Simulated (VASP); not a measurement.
Here is a VASP 6.6.1 calculation.

The input POSCAR:

```
TiB
1.0
    6.0231207900      0.0000000000      0.0000000000
    0.0000000000      3.0069136000      0.0000000000
    0.0000000000      0.0000000000      4.4965716400
Ti B
4 4
Direct
    0.1771263537      0.2500000000      0.1215789417
    0.8228736463      0.7500000000      0.8784210583
    0.3228736463      0.7500000000      0.6215789417
    0.6771263537      0.2500000000      0.3784210583
    0.0302875170      0.2500000000      0.6004675976
    0.9697124830      0.7500000000      0.3995324024
    0.4697124830      0.7500000000      0.1004675976
    0.5302875170      0.2500000000      0.8995324024
```

Contents of INCAR.step1:

```
PREC = Accurate
ENCUT = 520
ISMEAR = -1
SIGMA = 0.1
LREAL = F
LASPH = T
NELM = 80
NBANDS = 40
GGA = PE
ALGO = Normal
EDIFF = 1E-4
LWAVE = T
LCHARG = F
```

INCAR.step2

```
PREC = Accurate
ENCUT = 520
EDIFF = 1E-7
ISMEAR = -1
SIGMA = 0.1
LREAL = F
LASPH = T
NELM = 80
ALGO = Normal
ISIF = 2
LWAVE = F
LCHARG = F
METAGGA = R2SCAN
LMIXTAU = T
NBANDS = 40
ISTART = 1
```

Contents of KPOINTS:

```
regular mesh
0
Gamma
  5 10 7
```

Potentials or basis: VASP PAW PBE potentials, release 64 (Ti_sv, B).

Command:

```bash
$ cat potpaw_PBE.64/Ti_sv/POTCAR potpaw_PBE.64/B/POTCAR > POTCAR
$ cp INCAR.step1 INCAR
$ mpirun -np 1 vasp_std > vasp.out
$ cp INCAR.step2 INCAR
$ mpirun -np 1 vasp_std > vasp.out
```

Estimate the largest force.

0.011 eV/Å.

Estimate the band gap on the k mesh.

zero (bands 30 and 31 overlap by 1.77 eV).

Predict the pressure.

10.2 GPa.

Stress tensor (GPa, compression positive):
```
 9.92  0.00  0.00
 0.00 10.82  0.00
 0.00  0.00  9.77
```

Caveat: the cell stands under pressure; the PAW data sets were made with another functional, which shifts forces and pressure a little.
